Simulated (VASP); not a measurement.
Input of a VASP 6.6.1 run:

The input INCAR:

```
SYSTEM = BiTe
  PREC = Accurate
  ENCUT = 520
  EDIFF = 1E-6
  ISMEAR = 0
  SIGMA = 0.1
  LREAL = .False.
  LASPH = .True.
  NELM = 100
  ALGO = Normal
  ISIF = 2
  LWAVE = .False.
  LCHARG = .False.
  GGA = PE
  NBANDS = 18
```

The input KPOINTS:

```
regular mesh
0
Gamma
  12 12 12
  0 0 0
```

The input POSCAR:

```
BiTe
1.0
    2.3626931444      1.3641015230      3.8308812111
   -2.3626931444      1.3641015230      3.8308812111
    0.0000000000     -2.7282030458      3.8308812112
Bi Te
1 1
Direct
    0.5000000000      0.5000000000      0.5000000000
    0.0000000000      0.0000000000      0.0000000000
```

Potentials or basis: VASP PAW PBE potentials, release 64 (Bi_d, Te).

Run with:

```console
$ cat potpaw_PBE.64/Bi_d/POTCAR potpaw_PBE.64/Te/POTCAR > POTCAR
$ mpirun -np 1 vasp_std > vasp.out
```

Question: Predict the band gap on the k mesh.

Answer: Zero (an odd number of electrons rules out a gap without spin polarisation).

Question: Estimate the pressure.

Answer: -3.0 GPa.

Caveat: the cell stands under tension; spin-orbit coupling is left out, which moves the levels of the heavy elements.
